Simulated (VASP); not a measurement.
Write the native input for VASP 6.6.1 that does the following.

| Item | Value |
| --- | --- |
| Task | single point |
| Functional | revPBE |
| Dispersion | D3(BJ) |
| Potentials or basis | VASP PAW PBE potentials, release 64 (Sn_d, O) |
| Cutoff | 520 eV |
| k mesh | 6 × 6 × 8 |
| Occupations | fermi-dirac, width 0.05 eV |
| Spin | no spin polarisation |
| Dipole correction | no |
| Further INCAR settings | ALGO = Normal; EDIFF = 1e-07; NBANDS = 35 |

The structure of SnO2 (Cassiterite) lies in POSCAR:

```
SnO2
1.0
    4.6412789831      0.0000000000      0.0000000000
    0.0000000000      4.6412789831      0.0000000000
    0.0000000000      0.0000000000      3.1214511354
Sn O
2 4
Direct
    0.5000000000      0.5000000000      0.5000000000
    0.0000000000      0.0000000000      0.0000000000
    0.8071000000      0.1929000000      0.5000000000
    0.6929000000      0.6929000000      0.0000000000
    0.1929000000      0.8071000000      0.5000000000
    0.3071000000      0.3071000000      0.0000000000
```

One way to write it, as run:

INCAR

```
PREC = Accurate
ENCUT = 520
EDIFF = 1E-7
ISMEAR = -1
SIGMA = 0.05
LREAL = F
LASPH = T
NELM = 60
ALGO = Normal
ISIF = 2
LWAVE = F
LCHARG = T
GGA = RE
IVDW = 12
LELF = T
LVHAR = T
NBANDS = 35
```

KPOINTS

```
Automatic mesh
0
Gamma
  6 6 8
```

Potentials or basis: VASP PAW PBE potentials, release 64 (Sn_d, O).

Command:

```console
$ cat potpaw_PBE.64/Sn_d/POTCAR potpaw_PBE.64/O/POTCAR > POTCAR
$ mpirun -np 1 vasp_std > vasp.out
```

Results of the run:

```yaml
Pressure: 25.0 GPa
Largest_force: 0.620 eV/Å
Band_gap_on_the_k_mesh: 2.09 eV, direct
Dispersion_energy_per_atom: -0.461 eV
```

Caveat: the PAW data sets were made with another functional, which shifts forces and pressure a little; spin-orbit coupling is left out, which moves the levels of the heavy elements.

Wall time 39 s on 1 thread of Intel(R) Xeon(R) 6975P-C (Granite Rapids) (shared host), peak memory 0.24 GiB.
